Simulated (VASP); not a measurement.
# Si in VASP: single point with r2SCAN

Aim: the single point of Si with r2SCAN.

Program: VASP 6.6.1. These are calculated values, not measurements. Logs are shortened: lines on timing, memory, paths and dates and some standing lists are left out, and cuts for length are marked.

## 1. The cell of the first run

The typed cell holds 8 atoms: a = 5.140 Å, b = 5.140 Å, c = 5.214 Å, α = 90.00°, β = 90.00°, γ = 56.14°.

## 2. Single point, r2SCAN (strain -0.015 along x and y, -0.030 along z)

File POSCAR:

```
Si
1.0
    4.5351018798     -2.4185112239      0.0000000000
    4.5351018798      2.4185112239      0.0000000000
    0.0000000000      0.0000000000      5.2140184106
Si
8
Direct
    0.4999882949      0.5000117051      0.7708469308
    0.5000117051      0.4999882949      0.2291530692
    0.0000117051      0.9999882949      0.2708469308
    0.9999882949      0.0000117051      0.7291530692
    0.7251470617      0.7251470617      0.5000000000
    0.2251470617      0.2251470617      0.0000000000
    0.2748529383      0.2748529383      0.5000000000
    0.7748529383      0.7748529383      0.0000000000
```

File INCAR.step1:

```
SYSTEM = Si
PREC = Accurate
ENCUT = 520
ISMEAR = 0
SIGMA = 0.15
LREAL = .FALSE.
LASPH = .TRUE.
NELM = 80
NBANDS = 26
GGA = PE
ALGO = Normal
EDIFF = 1E-4
LWAVE = .TRUE.
LCHARG = .FALSE.
```

File INCAR.step2:

```
SYSTEM = Si
PREC = Accurate
ENCUT = 520
EDIFF = 1E-6
ISMEAR = 0
SIGMA = 0.15
LREAL = .FALSE.
LASPH = .TRUE.
NELM = 80
ALGO = Normal
ISIF = 2
LWAVE = .FALSE.
LCHARG = .TRUE.
METAGGA = R2SCAN
LMIXTAU = .TRUE.
LELF = .TRUE.
LVHAR = .TRUE.
NBANDS = 26
ISTART = 1
```

File KPOINTS:

```
regular mesh
0
G
  10 10 8
  0 0 0
```

Potentials or basis: VASP PAW PBE potentials, release 64 (Si).

The run is started by

```
$ cat potpaw_PBE.64/Si/POTCAR > POTCAR
$ cp INCAR.step1 INCAR
$ mpirun -np 1 vasp_std > vasp.out
$ cp INCAR.step2 INCAR
$ mpirun -np 1 vasp_std > vasp.out
```

OUTCAR:

```text
SYSTEM = Si
   PREC = Accurate
   ENCUT = 520
   EDIFF = 1E-6
   ISMEAR = 0
   LREAL = .FALSE.
   LASPH = .TRUE.
   NELM = 80
   ISIF = 2
   METAGGA = R2SCAN
   ISTART = 1

 ion  position               nearest neighbor table
   1  0.500  0.500  0.771-   2 2.39   4 2.43   4 2.43   5 2.48   7 2.48   6 2.76   8 2.76   2 2.82

   2  0.500  0.500  0.229-   1 2.39   3 2.43   3 2.43   5 2.48   7 2.48   6 2.76   8 2.76   1 2.82

   3  0.000  1.000  0.271-   4 2.39   2 2.43   2 2.43   6 2.48   8 2.48   7 2.76   5 2.76   4 2.82

   4  1.000  0.000  0.729-   3 2.39   1 2.43   1 2.43   6 2.48   8 2.48   7 2.76   5 2.76   3 2.82

   5  0.725  0.725  0.500-   7 2.46   7 2.46   1 2.48   2 2.48   8 2.65   8 2.65   3 2.76   4 2.76

   6  0.225  0.225  0.000-   8 2.46   8 2.46   3 2.48   4 2.48   7 2.65   7 2.65   1 2.76   2 2.76

   7  0.275  0.275  0.500-   5 2.46   5 2.46   1 2.48   2 2.48   6 2.65   6 2.65   3 2.76   4 2.76

   8  0.775  0.775  0.000-   6 2.46   6 2.46   3 2.48   4 2.48   5 2.65   5 2.65   1 2.76   2 2.76

  LATTYP: Found a base centered orthorhombic cell.
 ALAT       =     4.8370224478
 B/A-ratio  =     1.8751626352
 C/A-ratio  =     1.0779396761

  Lattice vectors:

 A1 = (  -4.5351018798,  -2.4185112239,   0.0000000000)
 A2 = (   4.5351018798,  -2.4185112239,   0.0000000000)
 A3 = (   0.0000000000,   0.0000000000,   5.2140184106)

Analysis of symmetry for initial positions (statically):
=====================================================================
 Subroutine PRICEL returns:
 Original cell was already a primitive cell.

 Routine SETGRP: Setting up the symmetry group for a
 base centered orthorhombic supercell.

 Subroutine GETGRP returns: Found  8 space group operations
 (whereof  4 operations were pure point group operations)
 out of a pool of  8 trial point group operations.

The static configuration has the point symmetry C_2h.
 The point group associated with its full space group is D_2h.

Analysis of symmetry for dynamics (positions and initial velocities):
=====================================================================
 Subroutine PRICEL returns:
 Original cell was already a primitive cell.

 Routine SETGRP: Setting up the symmetry group for a
 base centered orthorhombic supercell.

 Subroutine GETGRP returns: Found  8 space group operations
 (whereof  4 operations were pure point group operations)
 out of a pool of  8 trial point group operations.

The dynamic configuration has the point symmetry C_2h.
 The point group associated with its full space group is D_2h.

 Subroutine INISYM returns: Found  8 space group operations
 (whereof  4 operations are pure point group operations),
 and found     1 'primitive' translations

----------------------------------------------------------------------------------------

                                     Primitive cell

  volume of cell :     114.3767

  direct lattice vectors                    reciprocal lattice vectors
     4.535101880 -2.418511224  0.000000000     0.110251106 -0.206738755  0.000000000
     4.535101880  2.418511224  0.000000000     0.110251106  0.206738755  0.000000000
     0.000000000  0.000000000  5.214018411     0.000000000  0.000000000  0.191790654

  length of vectors
     5.139683414  5.139683414  5.214018411     0.234299423  0.234299423  0.191790654

  position of ions in fractional coordinates (direct lattice)
     0.499988295  0.500011705  0.770846931
     0.500011705  0.499988295  0.229153069
     0.000011705  0.999988295  0.270846931
     0.999988295  0.000011705  0.729153069
     0.725147062  0.725147062  0.500000000
     0.225147062  0.225147062  0.000000000
     0.274852938  0.274852938  0.500000000
     0.774852938  0.774852938  0.000000000

  ion indices of the primitive-cell ions
   primitive index   ion index
                 1           1
                 2           2
                 3           3
                 4           4
                 5           5
                 6           6
                 7           7
                 8           8

----------------------------------------------------------------------------------------

 KPOINTS: regular mesh

Automatic generation of k-mesh.
 Grid dimensions read from file:
 generate k-points for:   10   10    8

 Generating k-lattice:

  Cartesian coordinates                     Fractional coordinates (reciprocal lattice)
     0.011025111 -0.020673876  0.000000000     0.100000000  0.000000000  0.000000000
     0.011025111  0.020673876  0.000000000     0.000000000  0.100000000  0.000000000
     0.000000000  0.000000000  0.023973832     0.000000000  0.000000000  0.125000000

  Length of vectors
     0.023429942  0.023429942  0.023973832

  Shift w.r.t. Gamma in fractional coordinates (k-lattice)
     0.000000000  0.000000000  0.000000000

 Subroutine IBZKPT returns following result:
 ===========================================

 Found    155 irreducible k-points:

 Following reciprocal coordinates:
            Coordinates               Weight
  0.000000  0.000000  0.000000      1.000000
  0.100000  0.000000  0.000000      4.000000
  0.200000  0.000000  0.000000      4.000000
  0.300000 -0.000000  0.000000      4.000000
  0.400000 -0.000000  0.000000      4.000000
  0.500000 -0.000000  0.000000      2.000000
[... 16 lines left out ...]
  0.300000  0.300000  0.000000      2.000000
  0.400000  0.300000  0.000000      4.000000
 [... further k-points ...]
   k-points           NKPTS =    155   k-points in BZ     NKDIM =    155   number of bands    NBANDS=     26
   number of dos      NEDOS =    301   number of ions     NIONS =      8
   total plane-waves  NPLWV =  64000
   dimension x,y,z NGX =    40 NGY =   40 NGZ =   40
   dimension x,y,z NGXF=    80 NGYF=   80 NGZF=   80
   ions per type =               8
   NGX,Y,Z   is equivalent  to a cutoff of  12.94, 12.94, 12.75 a.u.
   NGXF,Y,Z  is equivalent  to a cutoff of  25.88, 25.88, 25.51 a.u.
 SYSTEM =  Si
   PREC   = accura    normal or accurate (medium, high low for compatibility)
   ISTART =      1    job   : 0-new  1-cont  2-samecut
   ICHARG =      0    charge: 1-file 2-atom 10-const
   ISPIN  =      1    spin polarized calculation?
   LNONCOLLINEAR =      F non collinear calculations
   LSORBIT =      F    spin-orbit coupling
   LASPH  =      T    aspherical Exc in radial PAW
   ENCUT  =  520.0 eV  38.22 Ry    6.18 a.u.   9.56  9.56  9.69*2*pi/ulx,y,z
   NELM   =     80;   NELMIN=  2; NELMDL=  0     # of ELM steps
   EDIFF  = 0.1E-05   stopping-criterion for ELM
   LREAL  =      F    real-space projection
   EDIFFG = 0.1E-04   stopping-criterion for IOM
   NSW    =      0    number of steps for IOM
   IBRION =     -1    ionic relax: 0-MD 1-quasi-New 2-CG
   NFREE  =      0    steps in history (QN), initial steepest desc. (CG)
   ISIF   =      2    stress and relaxation
   ISYM   =      2    0-nonsym 1-usesym 2-fastsym
   POTIM  = 0.5000    time-step for ionic-motion
   TEBEG  =    0.0;   TEEND  =   0.0 temperature during run
   PSTRESS=    0.0 pullay stress
   NELECT =      32.0000    total number of electrons
   NUPDOWN=      -1.0000    fix difference up-down
   EMIN   =  10.00;   EMAX   =-10.00  energy-range for DOS
   EFERMI =   0.00;   METHOD = LEGACY
   ISMEAR =     0;   SIGMA  =   0.15  broadening in eV -4-tet -1-fermi 0-gaus
   EFERMI_NEDOS =   21; number of points for ismear=-14 and -15
   IALGO  =     38    algorithm
   IMIX   =      4    mixing-type and parameters
     AMIX     =   0.40;   BMIX     =  1.00
     AMIX_MAG =   1.60;   BMIX_MAG =  1.00
  volume/ion in A,a.u.               =      14.30        96.48
  Fermi-wavevector in a.u.,A,eV,Ry     =   1.070727  2.023381 15.598497  1.146457
  Thomas-Fermi vector in A             =   2.206446
   LORBIT       =      0    0 simple, 1 ext, 2 COOP (PROOUT), +10 PAW based schemes
   METAGGA = R2SCAN    functional components
   LHFCALC =     F    Hartree Fock is set to
   AEXX    =    0.0000 exact exchange contribution
   IVDW    =     0    specifies the selected vdW correction
   LEPSILON=     F    determine dielectric tensor
   LRPA    =     F    only Hartree local field effects (RPA)
 non-spin polarized calculation
 Gauss-broadening in eV      SIGMA  =   0.15
  energy-cutoff  :      520.00
  volume of cell :      114.38
 maximum number of plane-waves:      3109
 NGX is ok and might be reduce to    40
   NGX = 19   NGY = 19   NGZ = 19

 number of electron      32.0000000 magnetization

 Free energy of the ion-electron system (eV)
  ---------------------------------------------------
  ext. energy  EPLUGINS =         0.00000000
  ---------------------------------------------------
  free energy    TOTEN  =       -66.53309941 eV

  energy without entropy =      -66.50363224  energy(sigma->0) =      -66.51836582

 E-fermi :  10.0321     XC(G=0): -11.7761

 val. band max:       10.0301340548   @ k =  -0.3000   0.1000   0.0000
 cond. band min:      10.0329468747   @ k =   0.4000   0.2000   0.0000
 fundamental gap:      0.0028128199
 Fermi energy:        10.0321291732

 k-point     1 :       0.0000    0.0000    0.0000
  band No.  band energies     occupation
      1      -5.1120      2.00000
      2       0.4136      2.00000
      3       0.4240      2.00000
      4       1.8419      2.00000
      5       2.1012      2.00000
      6       2.3401      2.00000
[... 18 lines left out ...]
     25      16.7621      0.00000
     26      18.0874      0.00000

 k-point     2 :       0.1000    0.0000    0.0000
  band No.  band energies     occupation
      1      -5.0289      2.00000
      2       0.4901      2.00000
      3       0.5042      2.00000
      4       1.2899      2.00000
      5       1.4794      2.00000
      6       2.0437      2.00000
[... 18 lines left out ...]
     25      16.8742      0.00000
[... 608 lines left out ...]
     25      15.8882      0.00000
     26      15.9174      0.00000

 k-point    24 :       0.4000    0.3000    0.0000
  band No.  band energies     occupation
      1      -4.1433      2.00000
      2      -1.9223      2.00000
      3      -0.0081      2.00000
      4       1.3076      2.00000
      5       1.3493      2.00000
      6       3.1385      2.00000
[... 18 lines left out ...]
     25      15.0515      0.00000
     26      15.1994      0.00000

 [... further k-points ...]
[... 5 lines left out ...]
  --------------------------------------------------------------------------------------
  -------------------------------------------------------------------------------------
  Total        5.1082762      4.6186592      6.3666691      0.0000000      0.0000000      0.0000000
  in kB       71.5561954     64.6976917     89.1836314      0.0000000      0.0000000      0.0000000
  external PRESSURE =      75.1458395 kB  Pullay stress =       0.0000000 kB

 VOLUME and BASIS-vectors are now :
 -----------------------------------------------------------------------------
  energy-cutoff  :      520.00
  volume of cell :      114.38
      direct lattice vectors                 reciprocal lattice vectors
     4.535101880 -2.418511224  0.000000000     0.110251106 -0.206738755  0.000000000
     4.535101880  2.418511224  0.000000000     0.110251106  0.206738755  0.000000000
     0.000000000  0.000000000  5.214018411     0.000000000  0.000000000  0.191790654

 POSITION                                       TOTAL-FORCE (eV/Angst)
 -----------------------------------------------------------------------------------
      4.53510      0.00006      4.01921        -0.000000     -0.000143     -0.088045
      4.53510     -0.00006      1.19481        -0.000000      0.000143      0.088045
      4.53510      2.41845      1.41220        -0.000000      0.000143     -0.088045
      4.53510     -2.41845      3.80182        -0.000000     -0.000143      0.088045
      6.57723      0.00000      2.60701         0.137747      0.000000      0.000000
      2.04213      0.00000      0.00000         0.137747      0.000000      0.000000
      2.49297      0.00000      2.60701        -0.137747      0.000000     -0.000000
      7.02807      0.00000      0.00000        -0.137747      0.000000     -0.000000
 -----------------------------------------------------------------------------------
    total drift:                                0.000000     -0.000000      0.000000

  FREE ENERGIE OF THE ION-ELECTRON SYSTEM (eV)
  ---------------------------------------------------
  free  energy   TOTEN  =       -66.5330994117 eV

  energy  without entropy=      -66.5036322367  energy(sigma->0) =      -66.51836582
```

Wall time 27 min (1 thread of AMD EPYC 7R43 (Zen 3), shared host); peak memory 0.42 GiB.

What came out:

```yaml
Free_energy: -66.5331 eV
Pressure: 7.5 GPa
Largest_force: 0.138 eV/Å
Band_gap_on_the_k_mesh: zero (band 16 reaches 11.23 eV, above the bottom of band 17 at 8.04 eV)
```

Forces on the atoms (eV/Å):
```
Si   0.000  0.000 -0.088
Si   0.000  0.000  0.088
Si   0.000  0.000 -0.088
Si   0.000  0.000  0.088
Si   0.138  0.000  0.000
Si   0.138  0.000  0.000
Si  -0.138  0.000  0.000
Si  -0.138  0.000  0.000
```

Levels at points of the mesh, in eV from the Fermi level:
```tsv
k point	band 13	band 14	band 15	band 16	band 17	band 18	band 19	band 20
(0.00, 0.00, 0.00)	-2.64	-2.45	-2.21	-2.20	-1.99	-1.82	-1.45	1.33
(0.50, 0.00, 0.00)	-2.49	-2.49	-0.61	-0.61	2.30	2.30	2.45	2.45
(0.50, 0.50, 0.00)	-2.81	-2.31	-1.77	0.30	1.10	1.40	1.87	2.70
(0.00, 0.00, 0.50)	-4.63	-4.63	-2.85	-2.85	3.09	3.09	3.85	3.85
(0.50, 0.00, 0.50)	-1.36	-1.36	0.00	0.00	0.19	0.19	0.24	0.24
(0.50, 0.50, 0.50)	-1.44	-1.44	-1.01	-1.01	-0.62	-0.62	2.18	2.18
```

Caveat: the cell differs from its parent crystal (strain -0.015 along x and y, -0.030 along z); the PAW data sets were made with another functional, which shifts forces and pressure a little.
